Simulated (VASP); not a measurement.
# Sb: single point with LDA

Sb:

```
Sb
1.0
     3.11729    0.00000    0.00000
     0.00000    3.11729    0.00000
     0.00000    0.00000    3.11729
Sb
1
Direct
  0.00000 0.00000 0.00000
```

```yaml
Program: VASP 6.6.1
Task: single point
Functional: LDA
Potentials_or_basis: VASP PAW LDA potentials, release 64 (Sb)
Cutoff: 500 eV
k_mesh: 7 × 7 × 7
Occupations: fermi-dirac, width 0.1 eV
Spin: no spin polarisation
```

```yaml
Pressure: -4.0 GPa
```

Levels at points of the mesh, in eV from the Fermi level:
| k point | band 1 | band 2 | band 3 | band 4 | band 5 |
| --- | --- | --- | --- | --- | --- |
| (0.00, 0.00, 0.00) | -12.10 | 3.37 | 3.37 | 3.37 | 7.07 |

It took 3 s on 1 thread of Intel Xeon 6975P-C, on a shared host, peak memory 0.12 GiB.

Caveat: spin-orbit coupling is left out, which moves the levels of the heavy elements.
